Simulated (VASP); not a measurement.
A run of VASP 6.6.1:

The input INCAR:

```
SYSTEM = Bi2Se3
PREC = Accurate ; ENCUT = 520
EDIFF = 1E-6 ; ISMEAR = 0
SIGMA = 0.03 ; LREAL = .FALSE.
LASPH = .TRUE. ; NELM = 60
ALGO = Normal ; ISIF = 2
LWAVE = .FALSE. ; LCHARG = .FALSE.
GGA = PE ; NBANDS = 32
```

KPOINTS

```
regular mesh
0
G
  12 12 12
  0 0 0
```

The input POSCAR:

```
Bi2Se3
1.0
    2.2372192405      1.2916591307      9.5453300000
   -2.2372192405      1.2916591307      9.5453300000
    0.0000000000     -2.5833182615      9.5453300000
Bi Se
2 3
Direct
    0.4008000000      0.4008000000      0.4008000000
    0.5992000000      0.5992000000      0.5992000000
    0.0000000000      0.0000000000      0.0000000000
    0.2117000000      0.2117000000      0.2117000000
    0.7883000000      0.7883000000      0.7883000000
```

Potentials or basis: VASP PAW PBE potentials, release 64 (Bi_d, Se).

Command:

```bash
$ cat potpaw_PBE.64/Bi_d/POTCAR potpaw_PBE.64/Se/POTCAR > POTCAR
$ mpirun -np 1 vasp_std > vasp.out
```

Hardware: 1 thread of Oxide Virtual Turin-like Processor (shared host).

Task: How long does it take, and how much memory?

Result: Wall time 63 min on 1 thread of Oxide Virtual Turin-like Processor (shared host), peak memory 1.4 GiB. Counts: scf iterations 14, k points 189.
